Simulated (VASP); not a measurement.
Input of a VASP 6.6.1 run:

INCAR

```
SYSTEM = As
ALGO = Normal
EDIFF = 1E-6
ENCUT = 500
GGA = CA
GGA_COMPAT = .False.
ISIF = 2
ISMEAR = -1
LASPH = .True.
LCHARG = .True.
LELF = .True.
LREAL = .False.
LVHAR = .True.
LWAVE = .False.
NBANDS = 8
NELM = 120
PREC = Accurate
SIGMA = 0.08
```

KPOINTS

```
k-points
0
Gamma
  18 18 18
  0 0 0
```

The input POSCAR:

```
As
1.0
   -1.6469586034      1.6469586034      1.6469586034
    1.6469586034     -1.6469586034      1.6469586034
    1.6469586034      1.6469586034     -1.6469586034
As
1
Direct
    0.0000000000      0.0000000000      0.0000000000
```

Potentials or basis: VASP PAW LDA potentials, release 64 (As).

Launch:

```bash
$ cat potpaw_LDA.64/As/POTCAR > POTCAR
$ mpirun -np 1 vasp_std > vasp.out
```

Q: Predict the band gap on the k mesh.

A: Zero (an odd number of electrons rules out a gap without spin polarisation).

Q: What does it give for the pressure?

A: 0.3 GPa.
